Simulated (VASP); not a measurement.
# SrO (m.b) (Fm-3m) in VASP: single point with PBE

Aim: the single point of SrO (m.b) with PBE.

Program: VASP 6.6.1. These are calculated values, not measurements. Logs are shortened: lines on timing, memory, paths and dates and some standing lists are left out, and cuts for length are marked.

## Step 1: The cell of the first run

Symmetry: Fm-3m, No. 225, cubic system. The conventional cell has a = 5.195 Å, b = 5.195 Å, c = 5.195 Å, α = 90.00°, β = 90.00°, γ = 90.00°. Sr (site symmetry m-3m) has 6 O at 2.60 Å within 3.4 Å. Within 3.4 Å of O (site symmetry m-3m) lie 6 Sr at 2.60 Å.

## Step 2: Single point, PBE

Input file INCAR:

```
PREC = Accurate
ENCUT = 600
EDIFF = 1E-6
ISMEAR = 0
SIGMA = 0.02
LREAL = F
LASPH = T
NELM = 120
ALGO = Normal
ISIF = 2
LWAVE = F
LCHARG = T
GGA = PE
LELF = T
LVHAR = T
NBANDS = 15
GGA_COMPAT = F
```

Input file KPOINTS:

```
Automatic mesh
0
Gamma
  8 8 8
```

Input file POSCAR:

```
SrO
1.0
    0.0000000000      2.5975406569      2.5975406569
    2.5975406569      0.0000000000      2.5975406569
    2.5975406569      2.5975406569      0.0000000000
Sr O
1 1
Direct
    0.0000000000      0.0000000000      0.0000000000
    0.5000000000      0.5000000000      0.5000000000
```

Potentials or basis: VASP PAW PBE potentials, release 64 (Sr_sv, O).

Launch:

```console
$ cat potpaw_PBE.64/Sr_sv/POTCAR potpaw_PBE.64/O/POTCAR > POTCAR
$ mpirun -np 1 vasp_std > vasp.out
```

OUTCAR:

```text
PREC = Accurate
   ENCUT = 600
   EDIFF = 1E-6
   ISMEAR = 0
   LREAL = F
   LASPH = T
   NELM = 120
   ISIF = 2
   GGA = PE

 ion  position               nearest neighbor table
   1  0.000  0.000  0.000-   2 2.60   2 2.60   2 2.60   2 2.60   2 2.60   2 2.60
   2  0.500  0.500  0.500-   1 2.60   1 2.60   1 2.60   1 2.60   1 2.60   1 2.60

  LATTYP: Found a face centered cubic cell.
 ALAT       =     5.1950813138

  Lattice vectors:

 A1 = (   0.0000000000,   2.5975406569,   2.5975406569)
 A2 = (   2.5975406569,   0.0000000000,   2.5975406569)
 A3 = (   2.5975406569,   2.5975406569,   0.0000000000)

Analysis of symmetry for initial positions (statically):
=====================================================================
 Subroutine PRICEL returns:
 Original cell was already a primitive cell.

 Routine SETGRP: Setting up the symmetry group for a
 face centered cubic supercell.

 Subroutine GETGRP returns: Found 48 space group operations
[... 9 lines left out ...]

 Routine SETGRP: Setting up the symmetry group for a
 face centered cubic supercell.

 Subroutine GETGRP returns: Found 48 space group operations
[... 11 lines left out ...]
                                     Primitive cell

  volume of cell :      35.0523

  direct lattice vectors                    reciprocal lattice vectors
     0.000000000  2.597540657  2.597540657    -0.192489769  0.192489769  0.192489769
     2.597540657  0.000000000  2.597540657     0.192489769 -0.192489769  0.192489769
     2.597540657  2.597540657  0.000000000     0.192489769  0.192489769 -0.192489769

  length of vectors
     3.673477226  3.673477226  3.673477226     0.333402059  0.333402059  0.333402059

  position of ions in fractional coordinates (direct lattice)
     0.000000000  0.000000000  0.000000000
     0.500000000  0.500000000  0.500000000

  ion indices of the primitive-cell ions
   primitive index   ion index
                 1           1
                 2           2

----------------------------------------------------------------------------------------

 KPOINTS: Automatic mesh

Automatic generation of k-mesh.
 Grid dimensions read from file:
 generate k-points for:    8    8    8

 Generating k-lattice:

  Cartesian coordinates                     Fractional coordinates (reciprocal lattice)
    -0.024061221  0.024061221  0.024061221     0.125000000  0.000000000  0.000000000
     0.024061221 -0.024061221  0.024061221     0.000000000  0.125000000  0.000000000
     0.024061221  0.024061221 -0.024061221     0.000000000  0.000000000  0.125000000

  Length of vectors
     0.041675257  0.041675257  0.041675257

  Shift w.r.t. Gamma in fractional coordinates (k-lattice)
     0.000000000  0.000000000  0.000000000

 Subroutine IBZKPT returns following result:
 ===========================================

 Found     29 irreducible k-points:

 Following reciprocal coordinates:
            Coordinates               Weight
  0.000000  0.000000  0.000000      1.000000
  0.125000  0.000000  0.000000      8.000000
  0.250000  0.000000  0.000000      8.000000
  0.375000  0.000000  0.000000      8.000000
  0.500000  0.000000  0.000000      4.000000
  0.125000  0.125000  0.000000      6.000000
[... 16 lines left out ...]
  0.500000  0.250000  0.125000     48.000000
 -0.375000  0.250000  0.125000     24.000000
 [... further k-points ...]
   k-points           NKPTS =     29   k-points in BZ     NKDIM =     29   number of bands    NBANDS=     15
   number of dos      NEDOS =    301   number of ions     NIONS =      2
   total plane-waves  NPLWV =  27000
   dimension x,y,z NGX =    30 NGY =   30 NGZ =   30
   dimension x,y,z NGXF=    60 NGYF=   60 NGZF=   60
   ions per type =               1   1
   NGX,Y,Z   is equivalent  to a cutoff of  13.58, 13.58, 13.58 a.u.
   NGXF,Y,Z  is equivalent  to a cutoff of  27.15, 27.15, 27.15 a.u.
 SYSTEM =  unknown system
   PREC   = accura    normal or accurate (medium, high low for compatibility)
   ISTART =      0    job   : 0-new  1-cont  2-samecut
   ICHARG =      2    charge: 1-file 2-atom 10-const
   ISPIN  =      1    spin polarized calculation?
   LNONCOLLINEAR =      F non collinear calculations
   LSORBIT =      F    spin-orbit coupling
   LASPH  =      T    aspherical Exc in radial PAW
   ENCUT  =  600.0 eV  44.10 Ry    6.64 a.u.   7.34  7.34  7.34*2*pi/ulx,y,z
   NELM   =    120;   NELMIN=  2; NELMDL= -5     # of ELM steps
   EDIFF  = 0.1E-05   stopping-criterion for ELM
   LREAL  =      F    real-space projection
   EDIFFG = 0.1E-04   stopping-criterion for IOM
   NSW    =      0    number of steps for IOM
   IBRION =     -1    ionic relax: 0-MD 1-quasi-New 2-CG
   NFREE  =      0    steps in history (QN), initial steepest desc. (CG)
   ISIF   =      2    stress and relaxation
   ISYM   =      2    0-nonsym 1-usesym 2-fastsym
   POTIM  = 0.5000    time-step for ionic-motion
   TEBEG  =    0.0;   TEEND  =   0.0 temperature during run
   PSTRESS=    0.0 pullay stress
   NELECT =      16.0000    total number of electrons
   NUPDOWN=      -1.0000    fix difference up-down
   EMIN   =  10.00;   EMAX   =-10.00  energy-range for DOS
   EFERMI =   0.00;   METHOD = LEGACY
   ISMEAR =     0;   SIGMA  =   0.02  broadening in eV -4-tet -1-fermi 0-gaus
   EFERMI_NEDOS =   21; number of points for ismear=-14 and -15
   IALGO  =     38    algorithm
   IMIX   =      4    mixing-type and parameters
     AMIX     =   0.40;   BMIX     =  1.00
     AMIX_MAG =   1.60;   BMIX_MAG =  1.00
  volume/ion in A,a.u.               =      17.53       118.27
  Fermi-wavevector in a.u.,A,eV,Ry     =   1.260499  2.381998 21.617719  1.588857
  Thomas-Fermi vector in A             =   2.394005
   LORBIT       =      0    0 simple, 1 ext, 2 COOP (PROOUT), +10 PAW based schemes
   GGA     = PE    functional components
   LHFCALC =     F    Hartree Fock is set to
   AEXX    =    0.0000 exact exchange contribution
   IVDW    =     0    specifies the selected vdW correction
   LEPSILON=     F    determine dielectric tensor
   LRPA    =     F    only Hartree local field effects (RPA)
 non-spin polarized calculation
 Gauss-broadening in eV      SIGMA  =   0.02
  energy-cutoff  :      600.00
  volume of cell :       35.05
 maximum number of plane-waves:      1211
 NGX is ok and might be reduce to    30
   NGX = 15   NGY = 15   NGZ = 15

 number of electron      16.0000000 magnetization

 Free energy of the ion-electron system (eV)
  ---------------------------------------------------
  ext. energy  EPLUGINS =         0.00000000
  ---------------------------------------------------
  free energy    TOTEN  =       -12.05629401 eV

  energy without entropy =      -12.05629401  energy(sigma->0) =      -12.05629401

 E-fermi :   1.7276     XC(G=0):  -9.8815

 val. band max:        1.5190249787   @ k =   0.0000   0.0000   0.0000
 cond. band min:       4.8006261752   @ k =   0.5000   0.5000   0.0000
 fundamental gap:      3.2816011965
 Fermi energy:         1.7276369443

 k-point     1 :       0.0000    0.0000    0.0000
  band No.  band energies     occupation
      1     -30.9789      2.00000
      2     -13.5321      2.00000
      3     -12.6472      2.00000
      4     -12.6472      2.00000
      5     -12.6472      2.00000
      6       1.5190      2.00000
      7       1.5190      2.00000
      8       1.5190      2.00000
      9       5.2865      0.00000
     10       7.6617      0.00000
     11       7.6617      0.00000
     12       7.6617      0.00000
     13       9.7604      0.00000
     14       9.7604      0.00000
     15      14.0798      0.00000

 k-point     2 :       0.1250    0.0000    0.0000
  band No.  band energies     occupation
      1     -30.9616      2.00000
      2     -13.9046      2.00000
      3     -12.6586      2.00000
      4     -12.6586      2.00000
      5     -12.3183      2.00000
      6       1.0748      2.00000
      7       1.3331      2.00000
      8       1.3331      2.00000
      9       5.9733      0.00000
     10       7.5143      0.00000
     11       7.9567      0.00000
     12       7.9567      0.00000
     13      10.1469      0.00000
     14      10.1469      0.00000
     15      15.0416      0.00000

 k-point     3 :       0.2500    0.0000    0.0000
  band No.  band energies     occupation
      1     -30.9193      2.00000
      2     -14.4567      2.00000
      3     -12.6858      2.00000
      4     -12.6858      2.00000
      5     -11.8718      2.00000
      6       0.2720      2.00000
      7       0.9302      2.00000
      8       0.9302      2.00000
      9       7.3679      0.00000
     10       7.5551      0.00000
     11       8.7555      0.00000
     12       8.7555      0.00000
     13      11.1167      0.00000
     14      11.1167      0.00000
     15      16.9351      0.00000

 k-point     4 :       0.3750    0.0000    0.0000
  band No.  band energies     occupation
      1     -30.8764      2.00000
      2     -14.8621      2.00000
      3     -12.7124      2.00000
      4     -12.7124      2.00000
      5     -11.5722      2.00000
      6      -0.3588      2.00000
      7       0.5761      2.00000
      8       0.5761      2.00000
      9       7.7238      0.00000
     10       9.0085      0.00000
     11       9.7237      0.00000
     12       9.7237      0.00000
     13      12.3289      0.00000
     14      12.3289      0.00000
     15      16.6160      0.00000
[... 307 lines left out ...]
 k-point    22 :       0.3750    0.2500    0.1250
  band No.  band energies     occupation
      1     -30.8885      2.00000
      2     -14.4784      2.00000
      3     -12.8811      2.00000
      4     -12.7394      2.00000
      5     -11.9068      2.00000
      6       0.0929      2.00000
      7       0.8534      2.00000
      8       1.2399      2.00000
      9       6.5367      0.00000
     10       7.8330      0.00000
     11       9.6004      0.00000
     12       9.9221      0.00000
     13      11.2765      0.00000
     14      12.0348      0.00000
     15      17.6840      0.00000

 k-point    23 :       0.5000    0.2500    0.1250
  band No.  band energies     occupation
      1     -30.8545      2.00000
      2     -14.6395      2.00000
      3     -12.9768      2.00000
      4     -12.8053      2.00000
      5     -11.8323      2.00000
      6       0.0152      2.00000
      7       0.6262      2.00000
      8       1.0004      2.00000
      9       7.0151      0.00000
     10       8.5102      0.00000
     11      10.2083      0.00000
     12      10.4183      0.00000
     13      12.3216      0.00000
     14      13.2515      0.00000
     15      15.4484      0.00000

 k-point    24 :      -0.3750    0.2500    0.1250
  band No.  band energies     occupation
      1     -30.8403      2.00000
      2     -14.7030      2.00000
      3     -12.9978      2.00000
      4     -12.8533      2.00000
      5     -11.8028      2.00000
      6      -0.0186      2.00000
      7       0.6840      2.00000
      8       0.7477      2.00000
      9       7.7744      0.00000
     10       8.1291      0.00000
     11      10.5699      0.00000
     12      10.8181      0.00000
     13      12.8264      0.00000
     14      14.1247      0.00000
     15      14.4930      0.00000

 [... further k-points ...]

------------------------ aborting loop because EDIFF is reached ----------------------------------------

  FORCE on cell =-STRESS in cart. coord.  units (eV):
  Direction    XX          YY          ZZ          XY          YZ          ZX
  --------------------------------------------------------------------------------------
  -------------------------------------------------------------------------------------
  Total        0.0914690      0.0914690      0.0914690     -0.0000000     -0.0000000      0.0000000
  in kB        4.1808763      4.1808763      4.1808763     -0.0000000     -0.0000000      0.0000000
  external PRESSURE =       4.1808763 kB  Pullay stress =       0.0000000 kB

 VOLUME and BASIS-vectors are now :
 -----------------------------------------------------------------------------
  energy-cutoff  :      600.00
  volume of cell :       35.05
      direct lattice vectors                 reciprocal lattice vectors
     0.000000000  2.597540657  2.597540657    -0.192489769  0.192489769  0.192489769
     2.597540657  0.000000000  2.597540657     0.192489769 -0.192489769  0.192489769
     2.597540657  2.597540657  0.000000000     0.192489769  0.192489769 -0.192489769

 POSITION                                       TOTAL-FORCE (eV/Angst)
 -----------------------------------------------------------------------------------
      0.00000      0.00000      0.00000         0.000000      0.000000     -0.000000
      2.59754      2.59754      2.59754        -0.000000      0.000000      0.000000
 -----------------------------------------------------------------------------------
    total drift:                                0.000000      0.000000      0.000000

  FREE ENERGIE OF THE ION-ELECTRON SYSTEM (eV)
  ---------------------------------------------------
  free  energy   TOTEN  =       -12.0562940121 eV

  energy  without entropy=      -12.0562940121  energy(sigma->0) =      -12.05629401
```

It took 20 s on 1 thread of Intel Xeon 6975P-C, shared host; peak memory 0.18 GiB.

What came out:

* Free energy: -12.0563 eV
* Pressure: 0.4 GPa
* Band gap on the k mesh: 3.28 eV, indirect (least direct gap 3.39 eV)

A k mesh can miss the band edges.
